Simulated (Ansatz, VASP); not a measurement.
Two plane-wave programs on BN

```xyz
4
Lattice="2.5570 0.0000 0.0000 -1.2785 2.2144 0.0000 0.0000 0.0000 4.2337" Properties=species:S:1:pos:R:3 pbc="T T T"
B     1.2785    0.7381    0.0000
B     0.0000    1.4763    2.1169
N     1.2785    0.7381    1.5876
N     0.0000    1.4763    3.7045
```

Alike in both runs: task single point; functional PBE; k mesh 12 × 12 × 6; no spin polarisation.

|  | VASP | Ansatz |
| --- | --- | --- |
| version | VASP 6.6.1 | Ansatz 0.2.0 |
| potentials or method | VASP PAW PBE potentials, release 64 (B, N), cutoff 600 eV | plane waves, PAW |
| occupations | gaussian, width 0.01 eV | fixed |
| valence electrons in the cell | 16 | 16 |

Ansatz gave:

| Quantity | Value |
| --- | --- |
| pressure (GPa) | -1.5 |
| traceless stress, the component that is largest in VASP (GPa) | -0.79 |

Problem. Which values does VASP return?

Solution. Pressure (GPa): -1.5; traceless stress, the component that is largest in VASP (GPa): -0.80.
